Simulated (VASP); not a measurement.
Here is a VASP 6.6.1 calculation.

The input INCAR:

```
  PREC = Accurate
  ENCUT = 520
  EDIFF = 1E-6
  ISMEAR = 0
  SIGMA = 0.05
  LREAL = F
  LASPH = T
  NELM = 80
  ALGO = Normal
  ISIF = 2
  LWAVE = F
  LCHARG = F
  LDIPOL = T
  IDIPOL = 3
  DIPOL = 0.5 0.5 0.342
  GGA = PE
  NBANDS = 26
```

Contents of KPOINTS:

```
regular mesh
0
Gamma
  9 9 1
```

Contents of POSCAR:

```
AlN
1.0
    3.1297683445      0.0000000000      0.0000000000
   -1.5648841723      2.7104588943      0.0000000000
    0.0000000000      0.0000000000     23.5621833348
N Al
4 4
Direct
    0.3333333333      0.6666666667      0.1697635547
    0.6666666667      0.3333333333      0.2762329589
    0.3333333333      0.6666666667      0.3851023411
    0.6666666667      0.3333333333      0.4903991442
    0.6666666667      0.3333333333      0.1949876493
    0.3333333333      0.6666666667      0.3014570535
    0.6666666667      0.3333333333      0.4057018205
    0.3333333333      0.6666666667      0.5119297802
```

Potentials or basis: VASP PAW PBE potentials, release 64 (N, Al).

Command:

```bash
$ cat potpaw_PBE.64/N/POTCAR potpaw_PBE.64/Al/POTCAR > POTCAR
$ mpirun -np 1 vasp_std > vasp.out
```

Problem. What does it give for the band gap on the k mesh?

Solution. Zero (band 16 reaches 0.18 eV, above the bottom of band 17 at -0.18 eV).

Problem. What does it give for the largest force?

Solution. 2.664 eV/Å.

Forces in eV/Å, atoms in the order of the input:
```
N    0.000  0.000  2.046
N    0.000  0.000  1.962
N    0.000  0.000 -0.025
N    0.000  0.000 -0.002
Al   0.000  0.000 -2.664
Al   0.000  0.000 -1.362
Al   0.000  0.000  0.019
Al   0.000  0.000  0.026
```
